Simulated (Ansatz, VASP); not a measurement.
AlN in VASP and in Ansatz

File INCAR:

```
PREC = Accurate ; ENCUT = 520
EDIFF = 1E-6 ; ISMEAR = 0
SIGMA = 0.05 ; LREAL = False
LASPH = True ; NELM = 60
ALGO = Normal ; ISIF = 2
LWAVE = False ; LCHARG = True
GGA = CA ; LELF = True
LVHAR = True ; NBANDS = 16
```

Contents of KPOINTS:

```
Automatic mesh
0
Gamma
  9 9 6
```

Contents of POSCAR:

```
AlN
1.0
    3.1939629070      0.0000000000      0.0000000000
   -1.5969814535      2.7660530162      0.0000000000
    0.0000000000      0.0000000000      3.9981702366
Al N
2 2
Direct
    0.3333333333      0.6666666667      0.7554689695
    0.6666666667      0.3333333333      0.2554689695
    0.3333333333      0.6666666667      0.2394651809
    0.6666666667      0.3333333333      0.7394651809
```

Input for Ansatz:

```yaml
crystal:
  lattice:
    - [3.193962907, 0.0, 0.0]
    - [-1.5969814535, 2.7660530162, 0.0]
    - [0.0, 0.0, 3.9981702366]
  atoms:
    - { symbol: Al, position: [0.3333333333, 0.6666666667, 0.7554689695] }
    - { symbol: Al, position: [0.6666666667, 0.3333333333, 0.2554689695] }
    - { symbol: "N", position: [0.3333333333, 0.6666666667, 0.2394651809] }
    - { symbol: "N", position: [0.6666666667, 0.3333333333, 0.7394651809] }
basis:
  ecutwfc: 520.0
kpoints:
  mp_grid: { grid: [9, 9, 6] }
hamiltonian:
  xc: lda
  pseudopotentials: { kind: paw, azcp: { folder: soft_1 } }
scf:
  occupations: { method: gaussian, width: 0.05 }
output:
  forces: true
  stress: true
  eigenvalues: true
  write_density: true
  write_potential: true
  elf: true
  volumetric_format: npy
```

Change from the starting cell: mode 4 frozen in at -0.043 Å, equal normal strain along x, y and z -0.0250.

Alike in both runs: task single point; functional LDA; k mesh 9 × 9 × 6; occupations gaussian, width 0.05 eV; no spin polarisation.

|  | VASP | Ansatz |
| --- | --- | --- |
| version | VASP 6.6.1 | Ansatz 0.2.0 |
| potentials or method | VASP PAW LDA potentials, release 64 (Al, N), cutoff 520 eV | scalar-relativistic, plane waves, PAW |
| valence electrons in the cell | 16 | 16 |

|  | VASP | Ansatz | Ansatz less VASP |
| --- | --- | --- | --- |
| gap on the k mesh at the Fermi level (eV) | 4.13 | 4.14 | +0.018 |
| least direct gap on the mesh (eV) | 4.20 | 4.19 | -0.010 |
| pressure (GPa) | 21.4 | 20.4 | -0.96 |
| traceless stress, the component that is largest in VASP (GPa) | -0.29 | -0.14 | +0.149 |
| rms of the force components (eV/Å) | 0.203 | 0.195 | -0.0074 |

Ansatz warns that its potentials were made for another functional, while VASP's fit it. LDA's correlation is that of Perdew and Zunger in VASP and of Perdew and Wang (1992) in Ansatz. Atom by atom the forces differ by 0.007 eV/Å (rms over components).
